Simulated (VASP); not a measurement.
The system is TiO2.

```
CELL_PARAMETERS angstrom
2.87695 0.00000 0.00000
-1.43847 2.49151 0.00000
0.00000 0.00000 10.16630
ATOMIC_POSITIONS crystal
Ti 0.66667 0.33333 0.75000
Ti 0.33333 0.66667 0.25000
O 0.33333 0.66667 0.87163
O 0.33333 0.66667 0.62837
O 0.66667 0.33333 0.12837
O 0.66667 0.33333 0.37163
```

- Program: VASP 6.6.1
- Task: relaxation of cell and atoms
- Functional: PBE
- Dispersion: D3(BJ)
- Potentials or basis: VASP PAW PBE potentials, release 64 (Ti_sv, O)
- Cutoff: 600 eV
- k mesh: 6 × 6 × 2
- Occupations: gaussian, width 0.1 eV
- Spin: collinear spin
- Starting moments: [1.0, 1.0, 0.0, 0.0, 0.0, 0.0] μB

At the start: pressure -13.8 GPa; volume 12.15 Å³/atom.

Task: How do energy, volume and symmetry change on relaxing?

Result: Over 12 steps the energy falls by 114.0 meV/atom and the volume is 11.24 Å³/atom (-7.4 %); space group P6_3/mmc (No. 194, to 0.1 Å) before and after; moment 0.00 μB per cell.

Step by step:
```
step  energy change (eV)  largest force (eV/Å)  pressure (GPa)  volume (Å³)
   1              0.0000                2.7461          -13.76        72.87
   2              1.1394                6.3104           38.76        62.21
   3             -0.6618                0.2905            0.28        68.48
   4             -0.6673                0.0650            1.57        68.18
   5             -0.6675                0.0071            1.99        68.09
   6             -0.6762                0.0783           -1.16        69.18
   7             -0.6784                0.0549           -0.22        68.84
   8             -0.6792                0.0396           -0.30        68.73
   9             -0.6811                0.0076           -0.42        68.42
  10             -0.6829                0.0989           -0.68        67.80
  11             -0.6833                0.0814           -0.57        67.71
  12             -0.6840                0.0305           -0.16        67.46
```

Final structure:
```xyz
6
Lattice="2.8735 0.0000 0.0000 -1.4367 2.4885 0.0000 0.0000 0.0000 9.4338" Properties=species:S:1:pos:R:3 pbc="T T T"
Ti    1.4367    0.8295    7.0753
Ti    0.0000    1.6590    2.3584
O     0.0000    1.6590    8.2005
O     0.0000    1.6590    5.9501
O     1.4367    0.8295    1.2332
O     1.4367    0.8295    3.4837
```

Caveat: the k points lie up to 0.42 Å⁻¹ apart in the final cell.
